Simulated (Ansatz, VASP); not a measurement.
## One calculation of Cs2TeH6SO10, two programs

```
Cs Te H S O
1.0
     3.73950    2.15900    5.54567
    -3.73950    2.15900    5.54567
     0.00000   -4.31800    5.54567
Cs Te H S O
2 1 6 1 10
Cartesian
  0.0000 0.0000 4.1805
  0.0000 0.0000 11.6788
  0.0000 0.0000 0.4257
  1.0012 3.0061 9.8032
  -3.1040 -0.6360 9.8032
  2.1028 -2.3701 9.8032
  1.7742 1.9946 7.5112
  -2.6144 0.5392 7.5112
  0.8402 -2.5338 7.5112
  0.0000 0.0000 8.3111
  1.4332 3.7125 10.3430
  -3.9317 -0.6151 10.3430
  2.4985 -3.0974 10.3430
  0.0000 0.0000 6.8430
  0.8208 1.1618 8.8230
  -1.4165 0.1299 8.8230
  0.5957 -1.2917 8.8230
  2.2530 2.7613 7.0740
  -3.5179 0.5705 7.0740
  1.2649 -3.3318 7.0740
```

Alike in both runs: functional PBE; k mesh 3 × 3 × 3; occupations fermi-dirac, width 0.02 eV; no spin polarisation.

Ansatz relaxed the structure, and its values are those at the end. VASP's run is a single point on that final structure, the one shown.

```csv
,VASP,Ansatz
version,VASP 6.6.1,Ansatz 0.2.0
potentials or method,"VASP PAW PBE potentials, release 64 (Cs_sv, Te, H, S, O)","plane-wave PAW, scalar-relativistic"
plane-wave cutoff (eV),520,420
valence electrons in the cell,96,106
```

|  | VASP | Ansatz | Ansatz less VASP |
| --- | --- | --- | --- |
| gap on the k mesh at the Fermi level (eV) | 2.60 | 2.62 | +0.020 |
| pressure (GPa) | 3.0 | 3.3 | +0.27 |
| rms of the force components (eV/Å) | 0.065 | 0.004 | -0.0600 |

The functional is the same, so the differences come from potentials, cutoffs and numerics. VASP's potentials hold 96 valence electrons a cell and Ansatz's 106, so a difference there can come from the potentials and not from the codes. Ansatz's warnings: stress scf threshold loose.

Neither program's run includes spin-orbit coupling.
